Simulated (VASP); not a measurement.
Write the native input for VASP 6.6.1 that does the following.

```
Task                   : relaxation of cell and atoms
Functional             : PBE
Potentials or basis    : VASP PAW PBE potentials, release 64 (Cu, O)
Cutoff                 : 600 eV
k mesh                 : 10 × 10 × 10
Occupations            : fermi-dirac, width 0.05 eV
Spin                   : no spin polarisation
Dipole correction      : no
Further INCAR settings : ALGO = Normal; EDIFF = 1e-07; IBRION = 2; EDIFFG = -0.01; NSW = 60; ISIF = 3
```

The structure of CuO lies in POSCAR:

```
CuO
1.0
    2.5525506100      0.0000000000      0.0000000000
    0.0000000000      2.5525506100      0.0000000000
    0.0000000000      0.0000000000      2.5525506100
Cu O
1 1
Direct
    0.0000000000      0.0000000000      0.0000000000
    0.5000000000      0.5000000000      0.5000000000
```

The input as run:

INCAR

```
SYSTEM = CuO
PREC = Accurate
ENCUT = 600
EDIFF = 1E-7
ISMEAR = -1
SIGMA = 0.05
LREAL = .False.
LASPH = .True.
NELM = 60
ALGO = Normal
ISIF = 3
LWAVE = .False.
LCHARG = .False.
GGA = PE
IBRION = 2
NSW = 60
EDIFFG = -0.01
```

KPOINTS

```
regular mesh
0
Gamma
  10 10 10
  0 0 0
```

Potentials or basis: VASP PAW PBE potentials, release 64 (Cu, O).

Command:

```sh
$ cat potpaw_PBE.64/Cu/POTCAR potpaw_PBE.64/O/POTCAR > POTCAR
$ mpirun -np 1 vasp_std > vasp.out
```

It gave:

| Property | Result |
| --- | --- |
| Relaxed volume | 9.16 Å³/atom |
| Relaxed cell | a = 2.636 Å, b = 2.636 Å, c = 2.636 Å, α = 90.00°, β = 90.00°, γ = 90.00° |
| Space group after relaxing (to 0.1 Å) | Pm-3m (No. 221) |
| Energy gained by relaxing | 50.3 meV/atom |
| Ionic steps | 3 |
| Pressure after relaxing | 0.0 GPa |
| Band gap on the k mesh | zero (an odd number of electrons rules out a gap without spin polarisation) |

Caveat: an odd number of electrons without spin polarisation forces a metal; a magnetic or distorted state may lie lower; semilocal functionals often make such compounds metallic where correlation or magnetic order opens a gap, which also shifts bond lengths.

Run time: 20 s on 1 thread of Intel(R) Xeon(R) Platinum 8559C (Emerald Rapids), on a shared host, peak memory 0.13 GiB.
